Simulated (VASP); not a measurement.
Set up this calculation in VASP 6.6.1, as the native input.

```
Task                   : single point
Functional             : PBE
Potentials or basis    : VASP PAW PBE potentials, release 64 (Ta_pv, N)
Cutoff                 : 520 eV
k mesh                 : 13 × 13 × 1
Occupations            : fermi-dirac, width 0.08 eV
Spin                   : no spin polarisation
Dipole correction      : yes
Electric field (eV/Å)  : 0.1
Further INCAR settings : ALGO = Normal; EDIFF = 1e-06; NBANDS = 15; EFIELD = -0.1
```

The structure of TaN (TaN (100), 1 layers) lies in POSCAR:

```
TaN
1.0
    3.1233934579      0.0000000000      0.0000000000
    0.0000000000      3.1233934579      0.0000000000
    0.0000000000      0.0000000000     16.0000000000
Ta N
1 1
Direct
    0.2500000000      0.2500000000      0.5000000000
    0.7500000000      0.7500000000      0.5000000000
```

One way to write it, as run:

INCAR

```
ALGO     = Normal         # electronic algorithm
DIPOL    = 0.5 0.5 0.500
EDIFF    = 1E-6           # SCF threshold, eV
EFIELD   = -0.1         
ENCUT    = 520            # plane-wave cutoff, eV
GGA      = PE             # functional
IDIPOL   = 3            
ISIF     = 2              # what is computed and relaxed
ISMEAR   = -1             # smearing method
LASPH    = T              # aspherical terms in the spheres
LCHARG   = F              # write CHGCAR
LDIPOL   = T            
LREAL    = F              # projectors in reciprocal space
LWAVE    = F              # write WAVECAR
NBANDS   = 15             # bands
NELM     = 100            # most SCF steps
PREC     = Accurate       # precision mode
SIGMA    = 0.08           # smearing width, eV
```

KPOINTS

```
k-points
0
Gamma
  13 13 1
```

Potentials or basis: VASP PAW PBE potentials, release 64 (Ta_pv, N).

Run with:

```bash
$ cat potpaw_PBE.64/Ta_pv/POTCAR potpaw_PBE.64/N/POTCAR > POTCAR
$ mpirun -np 1 vasp_std > vasp.out
```

It gave:

```
Largest force          : 0.008 eV/Å
Band gap on the k mesh : zero (band 8 reaches -2.35 eV, above the bottom of band 9 at -3.86 eV)
```

Caveat: spin-orbit coupling is left out, which moves the levels of the heavy elements.

Wall time 74 s on 1 thread of AMD EPYC 7R13 Processor (Zen 3), with other jobs on the host, peak memory 0.24 GiB.
